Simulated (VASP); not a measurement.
# AlGa3N4 (P-43m) in VASP: notebook, part 3 of 3

VASP 6.6.1.

**4. Relaxation of cell and atoms, PBEsol**

This run uses another cell than the first one, of 11.18 Å³/atom.

Contents of INCAR:

```
SYSTEM = AlGa3N4
  PREC = Accurate
  ENCUT = 600
  EDIFF = 1E-6
  ISMEAR = 0
  SIGMA = 0.02
  LREAL = .FALSE.
  LASPH = .TRUE.
  NELM = 80
  ALGO = Normal
  ISIF = 3
  LWAVE = .FALSE.
  LCHARG = .FALSE.
  GGA = PS
  IBRION = 2
  NSW = 100
  EDIFFG = -0.005
```

Contents of KPOINTS:

```
regular mesh
0
G
  6 6 6
  0 0 0
```

Contents of POSCAR:

```
AlGa3N4
1.0
    4.4716853600      0.0000000000      0.0000000000
    0.0000000000      4.4716853600      0.0000000000
    0.0000000000      0.0000000000      4.4716853600
Al Ga N
1 3 4
Direct
    0.0000000000      0.0000000000      0.0000000000
    0.5000000000      0.5000000000      0.0000000000
    0.5000000000      0.0000000000      0.5000000000
    0.0000000000      0.5000000000      0.5000000000
    0.7557144200      0.7557144200      0.2442855800
    0.7557144200      0.2442855800      0.7557144200
    0.2442855800      0.7557144200      0.7557144200
    0.2442855800      0.2442855800      0.2442855800
```

Potentials or basis: VASP PAW PBE potentials, release 64 (Al, Ga_d, N).

Command:

```sh
$ cat potpaw_PBE.64/Al/POTCAR potpaw_PBE.64/Ga_d/POTCAR potpaw_PBE.64/N/POTCAR > POTCAR
$ mpirun -np 1 vasp_std > vasp.out
```

OUTCAR:

```text
SYSTEM = AlGa3N4
   PREC = Accurate
   ENCUT = 600
   EDIFF = 1E-6
   ISMEAR = 0
   LREAL = .FALSE.
   LASPH = .TRUE.
   NELM = 80
   ISIF = 3
   GGA = PS
   IBRION = 2
   NSW = 100
   EDIFFG = -0.005

 ion  position               nearest neighbor table
   1  0.000  0.000  0.000-   5 1.89   6 1.89   7 1.89   8 1.89
   2  0.500  0.500  0.000-   5 1.95   6 1.95   7 1.95   8 1.95
   3  0.500  0.000  0.500-   5 1.95   6 1.95   7 1.95   8 1.95
   4  0.000  0.500  0.500-   5 1.95   6 1.95   7 1.95   8 1.95
   5  0.756  0.756  0.244-   1 1.89   2 1.95   3 1.95   4 1.95
   6  0.756  0.244  0.756-   1 1.89   2 1.95   3 1.95   4 1.95
   7  0.244  0.756  0.756-   1 1.89   2 1.95   3 1.95   4 1.95
   8  0.244  0.244  0.244-   1 1.89   2 1.95   3 1.95   4 1.95

  LATTYP: Found a simple cubic cell.
 ALAT       =     4.4716853600

  Lattice vectors:

 A1 = (   4.4716853600,   0.0000000000,   0.0000000000)
 A2 = (   0.0000000000,   4.4716853600,   0.0000000000)
 A3 = (   0.0000000000,   0.0000000000,   4.4716853600)

Analysis of symmetry for initial positions (statically):
=====================================================================
 Subroutine PRICEL returns:
 Original cell was already a primitive cell.

 Routine SETGRP: Setting up the symmetry group for a
 simple cubic supercell.

 Subroutine GETGRP returns: Found 24 space group operations
 (whereof 24 operations were pure point group operations)
 out of a pool of 48 trial point group operations.

The static configuration has the point symmetry T_d .

Analysis of symmetry for dynamics (positions and initial velocities):
=====================================================================
 Subroutine PRICEL returns:
 Original cell was already a primitive cell.

 Routine SETGRP: Setting up the symmetry group for a
 simple cubic supercell.

 Subroutine GETGRP returns: Found 24 space group operations
 (whereof 24 operations were pure point group operations)
 out of a pool of 48 trial point group operations.

The dynamic configuration has the point symmetry T_d .

 Subroutine INISYM returns: Found 24 space group operations
 (whereof 24 operations are pure point group operations),
 and found     1 'primitive' translations

----------------------------------------------------------------------------------------

                                     Primitive cell

  volume of cell :      89.4157

  direct lattice vectors                    reciprocal lattice vectors
     4.471685360  0.000000000  0.000000000     0.223629330  0.000000000  0.000000000
     0.000000000  4.471685360  0.000000000     0.000000000  0.223629330  0.000000000
     0.000000000  0.000000000  4.471685360     0.000000000  0.000000000  0.223629330

  length of vectors
     4.471685360  4.471685360  4.471685360     0.223629330  0.223629330  0.223629330

  position of ions in fractional coordinates (direct lattice)
     0.000000000  0.000000000  0.000000000
     0.500000000  0.500000000  0.000000000
     0.500000000  0.000000000  0.500000000
     0.000000000  0.500000000  0.500000000
     0.755714420  0.755714420  0.244285580
     0.755714420  0.244285580  0.755714420
     0.244285580  0.755714420  0.755714420
     0.244285580  0.244285580  0.244285580

  ion indices of the primitive-cell ions
   primitive index   ion index
                 1           1
                 2           2
                 3           3
                 4           4
                 5           5
                 6           6
                 7           7
                 8           8

----------------------------------------------------------------------------------------

 KPOINTS: regular mesh

Automatic generation of k-mesh.
 Grid dimensions read from file:
 generate k-points for:    6    6    6

 Generating k-lattice:

  Cartesian coordinates                     Fractional coordinates (reciprocal lattice)
     0.037271555  0.000000000  0.000000000     0.166666667  0.000000000  0.000000000
     0.000000000  0.037271555  0.000000000     0.000000000  0.166666667  0.000000000
     0.000000000  0.000000000  0.037271555     0.000000000  0.000000000  0.166666667

  Length of vectors
     0.037271555  0.037271555  0.037271555

  Shift w.r.t. Gamma in fractional coordinates (k-lattice)
     0.000000000  0.000000000  0.000000000

 Subroutine IBZKPT returns following result:
 ===========================================

 Found     20 irreducible k-points:

 Following reciprocal coordinates:
            Coordinates               Weight
  0.000000  0.000000  0.000000      1.000000
  0.166667  0.000000  0.000000      6.000000
  0.333333  0.000000  0.000000      6.000000
  0.500000  0.000000  0.000000      3.000000
  0.166667  0.166667  0.000000     12.000000
  0.333333  0.166667  0.000000     24.000000
[... 12 lines left out ...]
  0.500000  0.500000  0.333333      6.000000
  0.500000  0.500000  0.500000      1.000000
   k-points           NKPTS =     20   k-points in BZ     NKDIM =     20   number of bands    NBANDS=     37
   number of dos      NEDOS =    301   number of ions     NIONS =      8
   total plane-waves  NPLWV =  46656
   dimension x,y,z NGX =    36 NGY =   36 NGZ =   36
   dimension x,y,z NGXF=    72 NGYF=   72 NGZF=   72
   ions per type =               1   3   4
   NGX,Y,Z   is equivalent  to a cutoff of  13.38, 13.38, 13.38 a.u.
   NGXF,Y,Z  is equivalent  to a cutoff of  26.77, 26.77, 26.77 a.u.
 SYSTEM =  AlGa3N4
   PREC   = accura    normal or accurate (medium, high low for compatibility)
   ISTART =      0    job   : 0-new  1-cont  2-samecut
   ICHARG =      2    charge: 1-file 2-atom 10-const
   ISPIN  =      1    spin polarized calculation?
   LNONCOLLINEAR =      F non collinear calculations
   LSORBIT =      F    spin-orbit coupling
   LASPH  =      T    aspherical Exc in radial PAW
   ENCUT  =  600.0 eV  44.10 Ry    6.64 a.u.   8.93  8.93  8.93*2*pi/ulx,y,z
   NELM   =     80;   NELMIN=  2; NELMDL= -5     # of ELM steps
   EDIFF  = 0.1E-05   stopping-criterion for ELM
   LREAL  =      F    real-space projection
   EDIFFG = -.5E-02   stopping-criterion for IOM
   NSW    =    100    number of steps for IOM
   IBRION =      2    ionic relax: 0-MD 1-quasi-New 2-CG
   NFREE  =      1    steps in history (QN), initial steepest desc. (CG)
   ISIF   =      3    stress and relaxation
   ISYM   =      2    0-nonsym 1-usesym 2-fastsym
   POTIM  = 0.5000    time-step for ionic-motion
   TEBEG  =    0.0;   TEEND  =   0.0 temperature during run
   PSTRESS=    0.0 pullay stress
   NELECT =      62.0000    total number of electrons
   NUPDOWN=      -1.0000    fix difference up-down
   EMIN   =  10.00;   EMAX   =-10.00  energy-range for DOS
   EFERMI =   0.00;   METHOD = LEGACY
   ISMEAR =     0;   SIGMA  =   0.02  broadening in eV -4-tet -1-fermi 0-gaus
   EFERMI_NEDOS =   21; number of points for ismear=-14 and -15
   IALGO  =     38    algorithm
   IMIX   =      4    mixing-type and parameters
     AMIX     =   0.40;   BMIX     =  1.00
     AMIX_MAG =   1.60;   BMIX_MAG =  1.00
  volume/ion in A,a.u.               =      11.18        75.43
  Fermi-wavevector in a.u.,A,eV,Ry     =   1.448997  2.738207 28.566688  2.099592
  Thomas-Fermi vector in A             =   2.566774
   LORBIT       =      0    0 simple, 1 ext, 2 COOP (PROOUT), +10 PAW based schemes
   GGA     = PS    functional components
   LHFCALC =     F    Hartree Fock is set to
   AEXX    =    0.0000 exact exchange contribution
   IVDW    =     0    specifies the selected vdW correction
   LEPSILON=     F    determine dielectric tensor
   LRPA    =     F    only Hartree local field effects (RPA)
 conjugate gradient relaxation of ions
 non-spin polarized calculation
 Gauss-broadening in eV      SIGMA  =   0.02
  energy-cutoff  :      600.00
  volume of cell :       89.42
 maximum number of plane-waves:      3016
 NGX is ok and might be reduce to    36
   NGX = 17   NGY = 17   NGZ = 17

--------------------------------------- Ionic step        1  -------------------------------------------

 number of electron      61.9999968 magnetization

 Free energy of the ion-electron system (eV)
  ---------------------------------------------------
  ext. energy  EPLUGINS =         0.00000000
  ---------------------------------------------------
  free energy    TOTEN  =       -54.97253534 eV

  energy without entropy =      -54.97253534  energy(sigma->0) =      -54.97253534

------------------------ aborting loop because EDIFF is reached ----------------------------------------

  FORCE on cell =-STRESS in cart. coord.  units (eV):
  Direction    XX          YY          ZZ          XY          YZ          ZX
  --------------------------------------------------------------------------------------
  -------------------------------------------------------------------------------------
  Total       -0.4359881     -0.4359881     -0.4359881      0.0000000      0.0000000      0.0000000
  in kB       -7.8121673     -7.8121673     -7.8121673      0.0000000      0.0000000      0.0000000
  external PRESSURE =      -7.8121673 kB  Pullay stress =       0.0000000 kB
[... 195 lines left out ...]
  energy  without entropy=      -54.9751471284  energy(sigma->0) =      -54.97514713

--------------------------------------- Ionic step        6  -------------------------------------------

 number of electron      61.9999961 magnetization

 Free energy of the ion-electron system (eV)
  ---------------------------------------------------
  ext. energy  EPLUGINS =         0.00000000
  ---------------------------------------------------
  free energy    TOTEN  =       -54.97516483 eV

  energy without entropy =      -54.97516483  energy(sigma->0) =      -54.97516483

 E-fermi :   5.4809     XC(G=0): -11.7518

 val. band max:        5.3323687950   @ k =   0.0000   0.0000   0.0000
 cond. band min:       7.6531380050   @ k =   0.0000   0.0000   0.0000
 fundamental gap:      2.3207692101
 Fermi energy:         5.4809224513

 k-point     1 :       0.0000    0.0000    0.0000
  band No.  band energies     occupation
      1     -10.3674      2.00000
      2      -9.0607      2.00000
      3      -9.0607      2.00000
      4      -9.0607      2.00000
      5      -7.7818      2.00000
      6      -7.7602      2.00000
[... 824 lines left out ...]
  FREE ENERGIE OF THE ION-ELECTRON SYSTEM (eV)
  ---------------------------------------------------
  free  energy   TOTEN  =       -54.9751648335 eV

  energy  without entropy=      -54.9751648335  energy(sigma->0) =      -54.97516483

 reached required accuracy - stopping structural energy minimisation
```

Run time: 2.5 min. Hardware: 1 thread of Intel Xeon 6975P-C (Granite Rapids), shared host; peak memory 0.25 GiB.

What came out:

| Item | Value |
| --- | --- |
| Free energy | -54.9752 eV |
| Relaxed volume | 11.13 Å³/atom |
| Relaxed cell | a = 4.465 Å, b = 4.465 Å, c = 4.465 Å, α = 90.00°, β = 90.00°, γ = 90.00° |
| Space group after relaxing (to 0.1 Å) | P-43m (No. 215) |
| Energy gained by relaxing | 0.3 meV/atom |
| Ionic steps | 6 |
| Pressure after relaxing | 0.0 GPa |
| Band gap on the k mesh | 2.32 eV |

Step by step:
```csv
step,energy change (eV),largest force (eV/Å),pressure (GPa),volume (Å³)
1,0.0000,0.1404,-0.78,89.42
2,-0.0019,0.0275,0.63,88.71
3,-0.0025,0.0267,0.19,88.94
4,-0.0025,0.0279,0.17,88.95
5,-0.0026,0.0097,-0.07,89.06
6,-0.0026,0.0019,0.05,89.03
```

Final structure:
```
Al Ga N
1.0
     4.46519    0.00000    0.00000
     0.00000    4.46519    0.00000
     0.00000    0.00000    4.46519
Al Ga N
1 3 4
Cartesian
  0.0000 0.0000 0.0000
  2.2326 2.2326 0.0000
  2.2326 0.0000 2.2326
  0.0000 2.2326 2.2326
  3.3712 3.3712 1.0940
  3.3712 1.0940 3.3712
  1.0940 3.3712 3.3712
  1.0940 1.0940 1.0940
```

Caveat: the PAW data sets were made with another functional, which shifts forces and pressure a little.

**5. Relaxation of the atoms, PBEsol (11.48 Å³/atom)**

This run uses another cell than the first one, of 11.48 Å³/atom.

Contents of INCAR:

```
PREC = Accurate
ENCUT = 520
EDIFF = 1E-6
ISMEAR = 0
SIGMA = 0.02
LREAL = False
LASPH = True
NELM = 60
ALGO = Normal
ISIF = 2
LWAVE = False
LCHARG = False
GGA = PS
IBRION = 2
NSW = 50
EDIFFG = -0.01
```

Contents of KPOINTS:

```
regular mesh
0
Gamma
  6 6 6
```

Contents of POSCAR:

```
AlGa3N4
1.0
    4.5118647310      0.0000000000      0.0000000000
    0.0000000000      4.5118647310      0.0000000000
    0.0000000000      0.0000000000      4.5118647310
Al Ga N
1 3 4
Direct
    0.0000000000      0.0000000000      0.0000000000
    0.5000000000      0.5000000000      0.0000000000
    0.5000000000      0.0000000000      0.5000000000
    0.0000000000      0.5000000000      0.5000000000
    0.7550309220      0.7550309220      0.2449690780
    0.7550309220      0.2449690780      0.7550309220
    0.2449690780      0.7550309220      0.7550309220
    0.2449690780      0.2449690780      0.2449690780
```

Command:

```sh
$ cat potpaw_PBE.64/Al/POTCAR potpaw_PBE.64/Ga_d/POTCAR potpaw_PBE.64/N/POTCAR > POTCAR
$ mpirun -np 1 vasp_std > vasp.out
```

Wall time 98 s (1 thread of Intel Xeon 8259CL, shared host); peak memory 0.23 GiB.

Results (log left out):

```
Free energy                  : -54.9209 eV
Pressure after relaxing      : -5.4 GPa
Largest force after relaxing : 0.009 eV/Å
Band gap on the k mesh       : 2.10 eV
```

Forces on the atoms (eV/Å):
```
Al   0.000  0.000  0.000
Ga   0.000  0.000  0.000
Ga   0.000  0.000  0.000
Ga   0.000  0.000  0.000
N   -0.005 -0.005  0.005
N   -0.005  0.005 -0.005
N    0.005 -0.005 -0.005
N    0.005  0.005  0.005
```

Final structure:
```
CELL_PARAMETERS angstrom
4.51186 0.00000 0.00000
0.00000 4.51186 0.00000
0.00000 0.00000 4.51186
ATOMIC_POSITIONS crystal
Al 0.00000 0.00000 0.00000
Ga 0.50000 0.50000 0.00000
Ga 0.50000 0.00000 0.50000
Ga 0.00000 0.50000 0.50000
N 0.75503 0.75503 0.24497
N 0.75503 0.24497 0.75503
N 0.24497 0.75503 0.75503
N 0.24497 0.24497 0.24497
```

Levels at points of the mesh, in eV from the valence-band top:
| k point | band 27 | band 28 | band 29 | band 30 | band 31 | band 32 | band 33 | band 34 | band 35 | band 36 |
| --- | --- | --- | --- | --- | --- | --- | --- | --- | --- | --- |
| (0.00, 0.00, 0.00) | -2.39 | -2.39 | 0.00 | 0.00 | 0.00 | 2.11 | 3.32 | 3.32 | 3.32 | 6.27 |
| (0.50, 0.00, 0.00) | -2.84 | -1.43 | -1.43 | -1.17 | -1.17 | 4.72 | 4.81 | 6.08 | 6.08 | 7.45 |
| (0.50, 0.50, 0.00) | -2.96 | -0.95 | -0.92 | -0.92 | -0.61 | 6.43 | 6.58 | 6.58 | 7.16 | 7.18 |
| (0.50, 0.50, 0.50) | -0.73 | -0.73 | -0.67 | -0.67 | -0.67 | 4.71 | 4.71 | 4.71 | 5.99 | 8.76 |

Caveat: the relaxation stopped at its first step, so nothing moved; the PAW data sets were made with another functional, which shifts forces and pressure a little.

**6. The runs side by side**

| task | cell | cutoff (eV) | gap on the mesh (eV) | pressure (GPa) | largest force (eV/Å) |
| --- | --- | --- | --- | --- | --- |
| single point | a = 4.555 Å, 8 atoms | 520 | 1.91 | -10.0 | 0.01 |
| single point | a = 4.612 Å, 8 atoms | 520 | 1.66 | -15.0 | - |
| relaxation of cell and atoms | relaxed from a = 4.472 Å, 8 atoms | 600 | 2.32 | 0.0 | - |
| relaxation of the atoms | atoms relaxed from a = 4.512 Å, 8 atoms | 520 | 2.10 | -5.4 | 0.01 |

Alike in all rows: level PBEsol; potentials or basis VASP PAW PBE potentials, release 64 (Al, Ga_d, N); no spin polarisation; k mesh 6 × 6 × 6; smearing gaussian 0.02 eV.

Caveats: the PAW data sets were made with another functional, which shifts forces and pressure a little; the cell stands under tension (at least some runs); the relaxation stopped at its first step, so nothing moved (at least some runs).

Total energies depend on the potentials used, so only differences within one code and one set of settings carry meaning.
